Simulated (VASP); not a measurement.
# Ti (P2_1/m) in VASP: further runs

Ti is run at these levels: PBE; tasks: single point.

Program: VASP 6.6.1. These are calculated values, not measurements. Logs are shortened: lines on timing, memory, paths and dates and some standing lists are left out, and cuts for length are marked.

### Step 1. The cell of the first run

The structure is monoclinic, space group P2_1/m (No. 11). The conventional cell has a = 2.865 Å, b = 4.534 Å, c = 2.865 Å, α = 90.00°, β = 120.00°, γ = 90.00°. Ti (site symmetry m) has 12 Ti at 2.61 to 3.05 Å within 3.4 Å.

### Step 2. Single point, PBE (atoms displaced along a vibrational mode, the cell strained)

File INCAR:

```
SYSTEM = Ti
PREC = Accurate
ENCUT = 520
EDIFF = 1E-7
ISMEAR = 0
SIGMA = 0.15
LREAL = .False.
LASPH = .True.
NELM = 100
ALGO = Fast
ISIF = 2
LWAVE = .False.
LCHARG = .False.
GGA = PE
NBANDS = 19
```

File KPOINTS:

```
regular mesh
0
Gamma
  18 18 10
  0 0 0
```

File POSCAR:

```
Ti
1.0
    2.8648004617      0.0000000000      0.0000000000
   -1.4324002308      2.4809899766      0.0000000000
    0.0000000000      0.0000000000      4.5342933688
Ti
2
Direct
    0.2567573194      0.6666666667      0.2500000000
    0.7432426806      0.3333333333      0.7500000000
```

Potentials or basis: VASP PAW PBE potentials, release 64 (Ti_sv).

The run is started by

```bash
$ cat potpaw_PBE.64/Ti_sv/POTCAR > POTCAR
$ mpirun -np 1 vasp_std > vasp.out
```

OUTCAR:

```text
SYSTEM = Ti
   PREC = Accurate
   ENCUT = 520
   EDIFF = 1E-7
   ISMEAR = 0
   LREAL = .False.
   LASPH = .True.
   NELM = 100
   ISIF = 2
   GGA = PE

 ion  position               nearest neighbor table
   1  0.257  0.667  0.250-   2 2.61   2 2.61   2 2.84   2 2.84
   2  0.743  0.333  0.750-   1 2.61   1 2.61   1 2.84   1 2.84

  LATTYP: Found a hexagonal cell.
 ALAT       =     2.8648004617
 C/A-ratio  =     1.5827606248

  Lattice vectors:

 A1 = (   2.8648004617,   0.0000000000,   0.0000000000)
 A2 = (  -1.4324002308,   2.4809899766,   0.0000000000)
 A3 = (   0.0000000000,   0.0000000000,   4.5342933688)

Analysis of symmetry for initial positions (statically):
=====================================================================
 Subroutine PRICEL returns:
 Original cell was already a primitive cell.

 Routine SETGRP: Setting up the symmetry group for a
 hexagonal supercell.

 Subroutine GETGRP returns: Found  4 space group operations
 (whereof  2 operations were pure point group operations)
 out of a pool of 24 trial point group operations.

The static configuration has the point symmetry S_2 .
 The point group associated with its full space group is C_2h.

Analysis of symmetry for dynamics (positions and initial velocities):
=====================================================================
 Subroutine PRICEL returns:
 Original cell was already a primitive cell.

 Routine SETGRP: Setting up the symmetry group for a
 hexagonal supercell.

 Subroutine GETGRP returns: Found  4 space group operations
 (whereof  2 operations were pure point group operations)
 out of a pool of 24 trial point group operations.

The dynamic configuration has the point symmetry S_2 .
 The point group associated with its full space group is C_2h.

 Subroutine INISYM returns: Found  4 space group operations
 (whereof  2 operations are pure point group operations),
 and found     1 'primitive' translations

----------------------------------------------------------------------------------------

                                     Primitive cell

  volume of cell :      32.2277

  direct lattice vectors                    reciprocal lattice vectors
     2.864800462  0.000000000  0.000000000     0.349064451  0.201532455  0.000000000
    -1.432400231  2.480989977  0.000000000     0.000000000  0.403064909  0.000000000
     0.000000000  0.000000000  4.534293369     0.000000000  0.000000000  0.220541531

  length of vectors
     2.864800462  2.864800462  4.534293369     0.403064909  0.403064909  0.220541531

  position of ions in fractional coordinates (direct lattice)
     0.256757319  0.666666667  0.250000000
     0.743242681  0.333333333  0.750000000

  ion indices of the primitive-cell ions
   primitive index   ion index
                 1           1
                 2           2

----------------------------------------------------------------------------------------

 KPOINTS: regular mesh

Automatic generation of k-mesh.
 Grid dimensions read from file:
 generate k-points for:   18   18   10

 Generating k-lattice:

  Cartesian coordinates                     Fractional coordinates (reciprocal lattice)
     0.019392469  0.011196247  0.000000000     0.055555556  0.000000000  0.000000000
     0.000000000  0.022392495  0.000000000     0.000000000  0.055555556  0.000000000
     0.000000000  0.000000000  0.022054153     0.000000000  0.000000000  0.100000000

  Length of vectors
     0.022392495  0.022392495  0.022054153

  Shift w.r.t. Gamma in fractional coordinates (k-lattice)
     0.000000000  0.000000000  0.000000000

 Subroutine IBZKPT returns following result:
 ===========================================

 Found    984 irreducible k-points:

 Following reciprocal coordinates:
            Coordinates               Weight
  0.000000  0.000000  0.000000      1.000000
  0.055556 -0.000000  0.000000      2.000000
  0.000000  0.055556  0.000000      2.000000
 -0.055556  0.055556  0.000000      2.000000
  0.111111 -0.000000  0.000000      2.000000
  0.000000  0.111111  0.000000      2.000000
[... 16 lines left out ...]
  0.444444 -0.000000  0.000000      2.000000
  0.000000  0.444444  0.000000      2.000000
 [... further k-points ...]
   k-points           NKPTS =    984   k-points in BZ     NKDIM =    984   number of bands    NBANDS=     19
   number of dos      NEDOS =    301   number of ions     NIONS =      2
   total plane-waves  NPLWV =  20736
   dimension x,y,z NGX =    24 NGY =   24 NGZ =   36
   dimension x,y,z NGXF=    48 NGYF=   48 NGZF=   72
   ions per type =               2
   NGX,Y,Z   is equivalent  to a cutoff of  13.93, 13.93, 13.20 a.u.
   NGXF,Y,Z  is equivalent  to a cutoff of  27.85, 27.85, 26.40 a.u.
 SYSTEM =  Ti
   PREC   = accura    normal or accurate (medium, high low for compatibility)
   ISTART =      0    job   : 0-new  1-cont  2-samecut
   ICHARG =      2    charge: 1-file 2-atom 10-const
   ISPIN  =      1    spin polarized calculation?
   LNONCOLLINEAR =      F non collinear calculations
   LSORBIT =      F    spin-orbit coupling
   LASPH  =      T    aspherical Exc in radial PAW
   ENCUT  =  520.0 eV  38.22 Ry    6.18 a.u.   5.33  5.33  8.43*2*pi/ulx,y,z
   NELM   =    100;   NELMIN=  2; NELMDL= -5     # of ELM steps
   EDIFF  = 0.1E-06   stopping-criterion for ELM
   LREAL  =      F    real-space projection
   EDIFFG = 0.1E-05   stopping-criterion for IOM
   NSW    =      0    number of steps for IOM
   IBRION =     -1    ionic relax: 0-MD 1-quasi-New 2-CG
   NFREE  =      0    steps in history (QN), initial steepest desc. (CG)
   ISIF   =      2    stress and relaxation
   ISYM   =      2    0-nonsym 1-usesym 2-fastsym
   POTIM  = 0.5000    time-step for ionic-motion
   TEBEG  =    0.0;   TEEND  =   0.0 temperature during run
   PSTRESS=    0.0 pullay stress
   NELECT =      24.0000    total number of electrons
   NUPDOWN=      -1.0000    fix difference up-down
   EMIN   =  10.00;   EMAX   =-10.00  energy-range for DOS
   EFERMI =   0.00;   METHOD = LEGACY
   ISMEAR =     0;   SIGMA  =   0.15  broadening in eV -4-tet -1-fermi 0-gaus
   EFERMI_NEDOS =   21; number of points for ismear=-14 and -15
   IALGO  =     68    algorithm
   IMIX   =      4    mixing-type and parameters
     AMIX     =   0.40;   BMIX     =  1.00
     AMIX_MAG =   1.60;   BMIX_MAG =  1.00
  volume/ion in A,a.u.               =      16.11       108.74
  Fermi-wavevector in a.u.,A,eV,Ry     =   1.483892  2.804149 29.959144  2.201935
  Thomas-Fermi vector in A             =   2.597497
   LORBIT       =      0    0 simple, 1 ext, 2 COOP (PROOUT), +10 PAW based schemes
   GGA     = PE    functional components
   LHFCALC =     F    Hartree Fock is set to
   AEXX    =    0.0000 exact exchange contribution
   IVDW    =     0    specifies the selected vdW correction
   LEPSILON=     F    determine dielectric tensor
   LRPA    =     F    only Hartree local field effects (RPA)
 non-spin polarized calculation
 RMM-DIIS sequential band-by-band and
 Gauss-broadening in eV      SIGMA  =   0.15
  energy-cutoff  :      520.00
  volume of cell :       32.23
 maximum number of plane-waves:       888
 NGX is ok and might be reduce to    24
   NGX = 11   NGY = 11   NGZ = 17

 number of electron      24.0000000 magnetization

 Free energy of the ion-electron system (eV)
  ---------------------------------------------------
  ext. energy  EPLUGINS =         0.00000000
  ---------------------------------------------------
  free energy    TOTEN  =       -15.50848746 eV

  energy without entropy =      -15.47869034  energy(sigma->0) =      -15.49358890

 E-fermi :   9.0095     XC(G=0): -11.8473

 val. band max:        9.0089155430   @ k =   0.2222  -0.0556  -0.3000
 cond. band min:       9.0099548011   @ k =   0.1667   0.0000   0.1000
 fundamental gap:      0.0010392581
 Fermi energy:         9.0095441514

 k-point     1 :       0.0000    0.0000    0.0000
  band No.  band energies     occupation
      1     -47.5793      2.00000
      2     -47.3657      2.00000
      3     -24.2970      2.00000
      4     -23.5073      2.00000
      5     -23.4004      2.00000
      6     -23.3805      2.00000
[... 11 lines left out ...]
     18      11.6678      0.00000
     19      11.9173      0.00000

 k-point     2 :       0.0556   -0.0000    0.0000
  band No.  band energies     occupation
      1     -47.5750      2.00000
      2     -47.3643      2.00000
      3     -24.2874      2.00000
      4     -23.5227      2.00000
      5     -23.4122      2.00000
      6     -23.3801      2.00000
[... 11 lines left out ...]
     18      11.5471      0.00000
     19      12.0463      0.00000

 k-point     3 :       0.0000    0.0556    0.0000
  band No.  band energies     occupation
      1     -47.5752      2.00000
      2     -47.3640      2.00000
      3     -24.2885      2.00000
      4     -23.5198      2.00000
      5     -23.4108      2.00000
      6     -23.3912      2.00000
[... 11 lines left out ...]
     18      11.8260      0.00000
     19      11.8663      0.00000

 k-point     4 :      -0.0556    0.0556    0.0000
  band No.  band energies     occupation
      1     -47.5758      2.00000
      2     -47.3635      2.00000
      3     -24.2909      2.00000
      4     -23.5124      2.00000
      5     -23.4253      2.00000
      6     -23.3909      2.00000
[... 11 lines left out ...]
     18      11.7611      0.00000
     19      12.1695      0.00000

 k-point     5 :       0.1111   -0.0000    0.0000
  band No.  band energies     occupation
      1     -47.5623      2.00000
      2     -47.3603      2.00000
      3     -24.2591      2.00000
      4     -23.5678      2.00000
      5     -23.4396      2.00000
      6     -23.3931      2.00000
[... 11 lines left out ...]
     18      11.2969      0.00000
     19      12.2600      0.00000

 k-point     6 :       0.0000    0.1111    0.0000
  band No.  band energies     occupation
      1     -47.5633      2.00000
      2     -47.3593      2.00000
      3     -24.2634      2.00000
      4     -23.5590      2.00000
      5     -23.4469      2.00000
      6     -23.4181      2.00000
[... 11 lines left out ...]
     18      11.6330      0.00000
     19      12.1329      0.00000

 k-point     7 :      -0.1111    0.1111    0.0000
  band No.  band energies     occupation
      1     -47.5655      2.00000
      2     -47.3571      2.00000
      3     -24.2733      2.00000
      4     -23.5287      2.00000
      5     -23.4883      2.00000
      6     -23.4281      2.00000
[... 11 lines left out ...]
     18      11.7203      0.00000
     19      12.7963      0.00000

 k-point     8 :       0.1667    0.0000    0.0000
  band No.  band energies     occupation
      1     -47.5425      2.00000
      2     -47.3545      2.00000
      3     -24.2136      2.00000
      4     -23.6379      2.00000
      5     -23.4831      2.00000
      6     -23.4545      2.00000
[... 256 lines left out ...]
 k-point    20 :       0.3889   -0.0000    0.0000
  band No.  band energies     occupation
      1     -47.4338      2.00000
      2     -47.3402      2.00000
      3     -23.9689      2.00000
      4     -23.9307      2.00000
      5     -23.8758      2.00000
      6     -23.5953      2.00000
[... 11 lines left out ...]
     18      12.7512      0.00000
     19      12.8122      0.00000

 k-point    21 :       0.0000    0.3889    0.0000
  band No.  band energies     occupation
      1     -47.4479      2.00000
      2     -47.3264      2.00000
      3     -23.9965      2.00000
      4     -23.9914      2.00000
      5     -23.8591      2.00000
      6     -23.5700      2.00000
[... 11 lines left out ...]
     18      12.6452      0.00000
     19      12.7972      0.00000

 k-point    22 :      -0.3889    0.3889    0.0000
  band No.  band energies     occupation
      1     -47.4727      2.00000
      2     -47.3021      2.00000
      3     -24.1086      2.00000
      4     -24.0123      2.00000
      5     -23.8040      2.00000
      6     -23.6378      2.00000
[... 11 lines left out ...]
     18      12.7447      0.00000
     19      13.0582      0.00000

 k-point    23 :       0.4444   -0.0000    0.0000
  band No.  band energies     occupation
      1     -47.4141      2.00000
      2     -47.3429      2.00000
      3     -24.0124      2.00000
      4     -23.9319      2.00000
      5     -23.8685      2.00000
      6     -23.6111      2.00000
[... 11 lines left out ...]
     18      13.0304      0.00000
     19      13.5107      0.00000

 k-point    24 :       0.0000    0.4444    0.0000
  band No.  band energies     occupation
      1     -47.4327      2.00000
      2     -47.3246      2.00000
      3     -24.0431      2.00000
      4     -23.9562      2.00000
      5     -23.9056      2.00000
      6     -23.5842      2.00000
[... 11 lines left out ...]
     18      12.9016      0.00000
     19      13.4383      0.00000

 [... further k-points ...]
[... 5 lines left out ...]
  --------------------------------------------------------------------------------------
  -------------------------------------------------------------------------------------
  Total        1.6356710      1.2261522      2.0370162      0.8829672      0.0000000      0.0000000
  in kB       81.3162842     60.9573359    101.2688918     43.8961195      0.0000000      0.0000000
  external PRESSURE =      81.1808373 kB  Pullay stress =       0.0000000 kB

 VOLUME and BASIS-vectors are now :
 -----------------------------------------------------------------------------
  energy-cutoff  :      520.00
  volume of cell :       32.23
      direct lattice vectors                 reciprocal lattice vectors
     2.864800462  0.000000000  0.000000000     0.349064451  0.201532455  0.000000000
    -1.432400231  2.480989977  0.000000000     0.000000000  0.403064909  0.000000000
     0.000000000  0.000000000  4.534293369     0.000000000  0.000000000  0.220541531

 POSITION                                       TOTAL-FORCE (eV/Angst)
 -----------------------------------------------------------------------------------
     -0.21938      1.65399      1.13357         0.384753      0.023253      0.000000
      1.65178      0.82700      3.40072        -0.384753     -0.023253      0.000000
 -----------------------------------------------------------------------------------
    total drift:                                0.000000     -0.000000      0.000000

  FREE ENERGIE OF THE ION-ELECTRON SYSTEM (eV)
  ---------------------------------------------------
  free  energy   TOTEN  =       -15.5084874638 eV

  energy  without entropy=      -15.4786903441  energy(sigma->0) =      -15.49358890
```

Run time: 48 min. Hardware: 1 thread of Intel Xeon Platinum 8259CL at 2.50GHz (Skylake/Cascade Lake), shared host; peak memory 0.58 GiB.

Results:

```yaml
Free_energy: -15.5085 eV
Pressure: 8.1 GPa
Largest_force: 0.385 eV/Å
Band_gap_on_the_k_mesh: zero (bands 12 and 13 overlap by 1.26 eV)
```

Forces on the atoms (eV/Å):
```
Ti   0.385  0.023  0.000
Ti  -0.385 -0.023  0.000
```

Stress tensor (GPa, compression positive):
```
 8.13  4.39  0.00
 4.39  6.10  0.00
 0.00  0.00 10.13
```

Levels at points of the mesh, in eV from the Fermi level:
| k point | band 10 | band 11 | band 12 | band 13 | band 14 | band 15 |
| --- | --- | --- | --- | --- | --- | --- |
| (0.00, 0.00, 0.00) | -2.66 | 0.40 | 0.83 | 1.17 | 1.30 | 1.40 |
| (0.50, 0.00, 0.00) | -1.86 | -1.00 | -0.47 | -0.38 | 0.92 | 0.97 |
| (0.00, 0.50, 0.00) | -1.95 | -1.85 | -0.31 | 0.75 | 0.83 | 1.28 |
| (0.50, 0.50, 0.00) | -2.45 | -2.19 | -0.18 | 0.56 | 1.61 | 2.23 |
| (0.00, 0.00, 0.50) | -4.26 | 0.13 | 0.13 | 0.84 | 0.84 | 1.16 |
| (0.50, 0.00, 0.50) | -2.75 | -0.81 | -0.81 | 1.80 | 1.80 | 2.24 |
| (0.00, 0.50, 0.50) | -2.63 | -1.05 | -1.05 | 1.55 | 1.55 | 2.71 |
| (0.50, 0.50, 0.50) | -2.30 | -1.16 | -1.16 | 1.28 | 1.28 | 2.42 |

Caveat: the cell differs from its parent crystal (atoms displaced along a vibrational mode, the cell strained); the cell stands under pressure.

### Step 3. Single point, PBE (atoms displaced along a vibrational mode, the cell strained)

File INCAR:

```
SYSTEM = Ti
ALGO = Fast
EDIFF = 1E-6
ENCUT = 520
GGA = PE
ISIF = 2
ISMEAR = 0
LASPH = .TRUE.
LCHARG = .TRUE.
LELF = .TRUE.
LREAL = .FALSE.
LVHAR = .TRUE.
LWAVE = .FALSE.
NBANDS = 19
NELM = 80
PREC = Accurate
SIGMA = 0.15
```

File KPOINTS:

```
k-points
0
G
  18 18 10
  0 0 0
```

File POSCAR:

```
Ti
1.0
    2.8648004617      0.0000000000      0.0000000000
   -1.4324002308      2.4809899766      0.0000000000
    0.0000000000      0.0000000000      4.5342933688
Ti
2
Direct
    0.2950453264      0.6666666667      0.2500000000
    0.7049546736      0.3333333333      0.7500000000
```

Potentials or basis: VASP PAW PBE potentials, release 64 (Ti_sv).

The run is started by

```bash
$ cat potpaw_PBE.64/Ti_sv/POTCAR > POTCAR
$ mpirun -np 1 vasp_std > vasp.out
```

Run time: 30 min. Hardware: 1 thread of Intel Xeon Platinum 8259CL at 2.50GHz (Skylake/Cascade Lake), shared host; peak memory 0.57 GiB.

The run converged, but its numbers aren't listed here, since they failed a check.

Caveat: the cell differs from its parent crystal (atoms displaced along a vibrational mode, the cell strained); the cell stands under pressure.

### Step 4. Single point, PBE (atoms displaced along a vibrational mode)

File INCAR:

```
SYSTEM = Ti
PREC = Accurate
ENCUT = 520
EDIFF = 1E-6
ISMEAR = 0
SIGMA = 0.15
LREAL = .FALSE.
LASPH = .TRUE.
NELM = 100
ALGO = Fast
ISIF = 2
LWAVE = .FALSE.
LCHARG = .FALSE.
GGA = PE
NBANDS = 19
```

File KPOINTS:

```
regular mesh
0
G
  18 18 10
  0 0 0
```

File POSCAR:

```
Ti
1.0
    2.9382568838      0.0000000000      0.0000000000
   -1.4691284419      2.5446051042      0.0000000000
    0.0000000000      0.0000000000      4.6505573013
Ti
2
Direct
    0.2567573194      0.6666666667      0.2500000000
    0.7432426806      0.3333333333      0.7500000000
```

The run is started by

```bash
$ cat potpaw_PBE.64/Ti_sv/POTCAR > POTCAR
$ mpirun -np 1 vasp_std > vasp.out
```

It took 10 min on 1 thread of Intel Xeon 6975P-C (Granite Rapids), shared host; peak memory 0.6 GiB.

Results (log left out):

* Free energy: -15.5629 eV
* Pressure: -1.1 GPa
* Largest force: 0.439 eV/Å
* Band gap on the k mesh: zero (bands 12 and 13 overlap by 1.17 eV)

Forces on the atoms (eV/Å):
```
Ti   0.436  0.058  0.000
Ti  -0.436 -0.058  0.000
```

Stress tensor (GPa, compression positive):
```
-1.22  3.96  0.00
 3.96 -3.01  0.00
 0.00  0.00  0.84
```

Levels at points of the mesh, in eV from the Fermi level:
```csv
k point,band 9,band 10,band 11,band 12,band 13,band 14,band 15,band 16
"(0.00, 0.00, 0.00)",-6.06,-2.48,0.39,0.80,0.95,1.21,1.29,1.36
"(0.50, 0.00, 0.00)",-2.07,-1.79,-0.91,-0.55,-0.34,0.87,0.87,3.38
"(0.00, 0.50, 0.00)",-2.20,-1.77,-1.65,-0.40,0.66,0.75,1.22,2.94
"(0.50, 0.50, 0.00)",-2.54,-2.19,-1.96,-0.30,0.54,1.47,2.03,3.48
"(0.00, 0.00, 0.50)",-4.20,-4.20,0.11,0.11,0.80,0.80,1.10,1.10
"(0.50, 0.00, 0.50)",-2.53,-2.53,-0.70,-0.70,1.51,1.51,2.07,2.07
"(0.00, 0.50, 0.50)",-2.43,-2.43,-0.93,-0.93,1.31,1.31,2.48,2.48
"(0.50, 0.50, 0.50)",-2.13,-2.13,-1.06,-1.06,1.12,1.12,2.23,2.23
```

Caveat: the cell differs from its parent crystal (atoms displaced along a vibrational mode).
